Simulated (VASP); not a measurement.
NaH:

```
Na H
1.0
     0.00000    2.39751    2.39751
     2.39751    0.00000    2.39751
     2.39751    2.39751    0.00000
Na H
1 1
Direct
  0.00000 0.00000 0.00000
  0.50000 0.50000 0.50000
```

Base run:

```yaml
Program: VASP 6.6.1
Functional: HF
Potentials_or_basis: VASP PAW PBE potentials, release 64 (Na_pv, H)
Cutoff: 520 eV
k_mesh: 6 × 6 × 6
Occupations: gaussian, width 0.01 eV
Spin: no spin polarisation
```

Its results: band gap on the k mesh 11.76 eV (least direct gap 12.78 eV); pressure 2.0 GPa.

Problem. The run is repeated on the same cell with these changes: functional from HF to r2SCANh; share of exact exchange from 1 to 0.1. What comes out?

Solution. Band gap on the k mesh 5.08 eV (least direct gap 5.92 eV); pressure -0.3 GPa.

Caveats: the PAW data sets were made with another functional, which shifts forces and pressure a little.

A k mesh can miss the band edges.
